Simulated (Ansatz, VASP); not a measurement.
**Two plane-wave programs on RbTi6**

```
Rb Ti
1.0
     5.00148    0.00000    0.00000
     0.00000    5.00148    0.00000
     0.00000    0.00000    5.00148
Rb Ti
1 6
Direct
  0.00000 0.00000 0.00000
  0.50000 0.50000 0.20700
  0.50000 0.50000 0.79300
  0.20700 0.50000 0.50000
  0.79300 0.50000 0.50000
  0.50000 0.20700 0.50000
  0.50000 0.79300 0.50000
```

Change from the starting cell: species swapped into the ErB6 type (Pm-3m, No. 221).

Alike in both runs: task single point; functional PBE; k mesh 4 × 4 × 4; occupations gaussian, width 0.1 eV; no spin polarisation.

```csv
,VASP,Ansatz
version,VASP 6.6.1,Ansatz 0.2.0
potentials or method,"VASP PAW PBE potentials, release 64 (Rb_sv, Ti_sv), cutoff 500 eV","scalar-relativistic, plane waves, PAW"
valence electrons in the cell,81,81
```

```csv
,VASP,Ansatz,Ansatz less VASP
gap on the k mesh at the Fermi level (eV),none,none,-
rms of the force components (eV/Å),4.860,4.535,-0.3254
```

Atom by atom the forces differ by 0.325 eV/Å (rms over components). A gap of «none» marks a metal or a gap that the smearing closes. With one functional, cell and mesh, what is left measures potentials, basis and numerics.
